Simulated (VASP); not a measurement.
# TiO (Pm-3m) in VASP: single point with r2SCAN

Aim: the single point of TiO with r2SCAN.

Everything below comes from runs of VASP 6.6.1. Logs are shortened: lines on timing, memory, paths and dates and some standing lists are left out, and cuts for length are marked.

### 1 The cell of the first run

The structure is cubic, space group Pm-3m (No. 221). Conventional cell: a = 4.138 Å, b = 4.138 Å, c = 4.138 Å, α = 90.00°, β = 90.00°, γ = 90.00°. Ti (site symmetry 4/mmm) has 4 O at 2.07 Å within 2.7 Å. Within 2.7 Å of O (site symmetry 4/mmm) lie 4 Ti at 2.07 Å.

### 2 Single point, r2SCAN, collinear spin, ferromagnetic start (volume scaled by 1.06)

POSCAR

```
TiO
1.0
    4.1381537219      0.0000000000      0.0000000000
    0.0000000000      4.1381537219      0.0000000000
    0.0000000000      0.0000000000      4.1381537219
Ti O
3 3
Direct
    0.5000000000      0.5000000000      0.0000000000
    0.0000000000      0.5000000000      0.5000000000
    0.5000000000      0.0000000000      0.5000000000
    0.0000000000      0.5000000000      0.0000000000
    0.5000000000      0.0000000000      0.0000000000
    0.0000000000      0.0000000000      0.5000000000
```

INCAR.step1

```
PREC     = Accurate       # precision mode
ENCUT    = 520            # plane-wave cutoff, eV
ISMEAR   = 0              # smearing method
SIGMA    = 0.1            # smearing width, eV
LREAL    = F              # projectors in reciprocal space
LASPH    = T              # aspherical terms in the spheres
NELM     = 150            # most SCF steps
ISPIN    = 2              # spin polarisation
MAGMOM   = 0.26 0.26 0.26 0 0 0 # initial moments
LMAXMIX  = 4              # l up to which the mixer works
NBANDS   = 40             # bands
GGA      = PE             # functional
ALGO     = Normal         # electronic algorithm
EDIFF    = 1E-4           # SCF threshold, eV
LWAVE    = T              # write WAVECAR
LCHARG   = F              # write CHGCAR
```

INCAR.step2

```
PREC     = Accurate       # precision mode
ENCUT    = 520            # plane-wave cutoff, eV
EDIFF    = 1E-7           # SCF threshold, eV
ISMEAR   = 0              # smearing method
SIGMA    = 0.1            # smearing width, eV
LREAL    = F              # projectors in reciprocal space
LASPH    = T              # aspherical terms in the spheres
NELM     = 150            # most SCF steps
ALGO     = Normal         # electronic algorithm
ISIF     = 2              # what is computed and relaxed
LWAVE    = F              # write WAVECAR
LCHARG   = F              # write CHGCAR
ISPIN    = 2              # spin polarisation
MAGMOM   = 0.26 0.26 0.26 0 0 0 # initial moments
LORBIT   = 11             # projections on sites
LMAXMIX  = 4              # l up to which the mixer works
METAGGA  = R2SCAN         # meta-GGA
LMIXTAU  = T            
NBANDS   = 40             # bands
ISTART   = 1
```

KPOINTS

```
Automatic mesh
0
Gamma
  10 10 10
```

Potentials or basis: VASP PAW PBE potentials, release 64 (Ti_sv, O).

Launch:

```sh
cat potpaw_PBE.64/Ti_sv/POTCAR potpaw_PBE.64/O/POTCAR > POTCAR
cp INCAR.step1 INCAR
mpirun -np 1 vasp_std > vasp.out
cp INCAR.step2 INCAR
mpirun -np 1 vasp_std > vasp.out
```

OUTCAR:

```text
PREC = Accurate
   ENCUT = 520
   EDIFF = 1E-7
   ISMEAR = 0
   LREAL = F
   LASPH = T
   NELM = 150
   ISIF = 2
   ISPIN = 2
   LORBIT = 11
   METAGGA = R2SCAN
   ISTART = 1

 ion  position               nearest neighbor table
   1  0.500  0.500  0.000-   4 2.07   5 2.07   5 2.07   4 2.07
   2  0.000  0.500  0.500-   4 2.07   6 2.07   4 2.07   6 2.07
   3  0.500  0.000  0.500-   5 2.07   6 2.07   5 2.07   6 2.07
   4  0.000  0.500  0.000-   1 2.07   2 2.07   2 2.07   1 2.07
   5  0.500  0.000  0.000-   1 2.07   3 2.07   3 2.07   1 2.07
   6  0.000  0.000  0.500-   2 2.07   3 2.07   2 2.07   3 2.07

  LATTYP: Found a simple cubic cell.
 ALAT       =     4.1381537219

  Lattice vectors:

 A1 = (   4.1381537219,   0.0000000000,   0.0000000000)
 A2 = (   0.0000000000,   4.1381537219,   0.0000000000)
 A3 = (   0.0000000000,   0.0000000000,   4.1381537219)

Analysis of symmetry for initial positions (statically):
=====================================================================
 Subroutine PRICEL returns:
 Original cell was already a primitive cell.

 Routine SETGRP: Setting up the symmetry group for a
 simple cubic supercell.

 Subroutine GETGRP returns: Found 48 space group operations
 (whereof 48 operations were pure point group operations)
 out of a pool of 48 trial point group operations.

The static configuration has the point symmetry O_h .

Analysis of symmetry for dynamics (positions and initial velocities):
=====================================================================
 Subroutine PRICEL returns:
 Original cell was already a primitive cell.

 Routine SETGRP: Setting up the symmetry group for a
 simple cubic supercell.

 Subroutine GETGRP returns: Found 48 space group operations
 (whereof 48 operations were pure point group operations)
 out of a pool of 48 trial point group operations.

The dynamic configuration has the point symmetry O_h .

Analysis of structural, dynamic, and magnetic symmetry:
=====================================================================
 Subroutine PRICEL returns:
 Original cell was already a primitive cell.

 Routine SETGRP: Setting up the symmetry group for a
 simple cubic supercell.

 Subroutine GETGRP returns: Found 48 space group operations
 (whereof 48 operations were pure point group operations)
 out of a pool of 48 trial point group operations.

The overall configuration has the point symmetry O_h .

 Subroutine INISYM returns: Found 48 space group operations
 (whereof 48 operations are pure point group operations),
[... 140 lines left out ...]
 NGX is ok and might be reduce to    32
   NGX = 15   NGY = 15   NGZ = 15

 number of electron      54.0000020 magnetization       0.0000126

 number of electron      54.0000020 magnetization      -0.0000094

 Free energy of the ion-electron system (eV)
  ---------------------------------------------------
  ext. energy  EPLUGINS =         0.00000000
  ---------------------------------------------------
  free energy    TOTEN  =       -72.67335973 eV

  energy without entropy =      -72.64513219  energy(sigma->0) =      -72.65924596

 E-fermi :   7.6186     XC(G=0): -12.3809

 val. band max:        7.5965231482   @ k =   0.5000   0.5000   0.0000
 cond. band min:       7.6190273016   @ k =   0.4000   0.3000   0.2000
 fundamental gap:      0.0225041534
 Fermi energy:         7.6185900354

 spin component 1

 k-point     1 :       0.0000    0.0000    0.0000
  band No.  band energies     occupation
      1     -52.1089      1.00000
      2     -51.9876      1.00000
      3     -51.9876      1.00000
      4     -27.5107      1.00000
      5     -27.5107      1.00000
      6     -27.5107      1.00000
[... 997 lines left out ...]
     38      11.2292      0.00000
     39      11.8725      0.00000

 [... further k-points ...]

 spin component 2

 k-point     1 :       0.0000    0.0000    0.0000
  band No.  band energies     occupation
      1     -52.1089      1.00000
      2     -51.9876      1.00000
      3     -51.9876      1.00000
      4     -27.5107      1.00000
      5     -27.5107      1.00000
      6     -27.5107      1.00000
[... 997 lines left out ...]
     38      11.2292      0.00000
     39      11.8725      0.00000

 [... further k-points ...]

 [bands above 39 left out]

------------------------ aborting loop because EDIFF is reached ----------------------------------------

  FORCE on cell =-STRESS in cart. coord.  units (eV):
  Direction    XX          YY          ZZ          XY          YZ          ZX
  --------------------------------------------------------------------------------------
  -------------------------------------------------------------------------------------
  Total       -4.7723829     -4.7723829     -4.7723829      0.0000000      0.0000000      0.0000000
  in kB     -107.9011328   -107.9011328   -107.9011328      0.0000000      0.0000000      0.0000000
  external PRESSURE =    -107.9011328 kB  Pullay stress =       0.0000000 kB

 VOLUME and BASIS-vectors are now :
 -----------------------------------------------------------------------------
  energy-cutoff  :      520.00
  volume of cell :       70.86
      direct lattice vectors                 reciprocal lattice vectors
     4.138153722  0.000000000  0.000000000     0.241653662  0.000000000  0.000000000
     0.000000000  4.138153722  0.000000000     0.000000000  0.241653662  0.000000000
     0.000000000  0.000000000  4.138153722     0.000000000  0.000000000  0.241653662

 POSITION                                       TOTAL-FORCE (eV/Angst)
 -----------------------------------------------------------------------------------
      2.06908      2.06908      0.00000         0.000000      0.000000      0.000000
      0.00000      2.06908      2.06908         0.000000      0.000000      0.000000
      2.06908      0.00000      2.06908         0.000000      0.000000      0.000000
      0.00000      2.06908      0.00000         0.000000      0.000000      0.000000
      2.06908      0.00000      0.00000         0.000000      0.000000      0.000000
      0.00000      0.00000      2.06908         0.000000      0.000000      0.000000
 -----------------------------------------------------------------------------------
    total drift:                                0.000000     -0.000000     -0.000000

  FREE ENERGIE OF THE ION-ELECTRON SYSTEM (eV)
  ---------------------------------------------------
  free  energy   TOTEN  =       -72.6733597282 eV

  energy  without entropy=      -72.6451321896  energy(sigma->0) =      -72.65924596

 total charge

# of ion       s       p       d       tot
------------------------------------------
    1        2.178   6.176   1.843  10.197
    2        2.178   6.176   1.843  10.197
    3        2.178   6.176   1.843  10.197
    4        1.565   3.500   0.000   5.065
    5        1.565   3.500   0.000   5.065
    6        1.565   3.500   0.000   5.065
--------------------------------------------------
tot         11.229  29.029   5.528  45.785

 magnetization (x)

# of ion       s       p       d       tot
------------------------------------------
    1       -0.000   0.000  -0.000  -0.000
    2       -0.000   0.000  -0.000  -0.000
    3       -0.000   0.000  -0.000  -0.000
    4       -0.000  -0.000   0.000  -0.000
    5       -0.000  -0.000   0.000  -0.000
    6       -0.000  -0.000   0.000  -0.000
--------------------------------------------------
tot         -0.000  -0.000  -0.000  -0.000
```

OUTCAR.step1:

```text
PREC = Accurate
   ENCUT = 520
   ISMEAR = 0
   LREAL = F
[... 2276 lines left out ...]
      2.06908      0.00000      2.06908         0.000000      0.000000      0.000000
      0.00000      2.06908      0.00000         0.000000      0.000000      0.000000
      2.06908      0.00000      0.00000         0.000000      0.000000      0.000000
      0.00000      0.00000      2.06908         0.000000      0.000000      0.000000
 -----------------------------------------------------------------------------------
    total drift:                                0.000000     -0.000000     -0.000000

  FREE ENERGIE OF THE ION-ELECTRON SYSTEM (eV)
  ---------------------------------------------------
  free  energy   TOTEN  =       -53.0868872105 eV

  energy  without entropy=      -53.0589063706  energy(sigma->0) =      -53.07289679
```

Wall time 13 min (1 thread of Intel Xeon 6975P-C (Granite Rapids), shared host); peak memory 0.37 GiB.

What came out:

| Item | Value |
| --- | --- |
| Free energy | -72.6734 eV |
| Pressure | -10.8 GPa |
| Band gap on the k mesh | zero (filled and empty bands overlap) |
| Net moment | 0.00 μB per cell |
| Valence electrons inside the program's atomic spheres | Ti 10.20; O 5.07 |

Caveat: the PAW data sets were made with another functional, which shifts forces and pressure a little; semilocal functionals often make such compounds metallic where correlation or magnetic order opens a gap, which also shifts bond lengths.
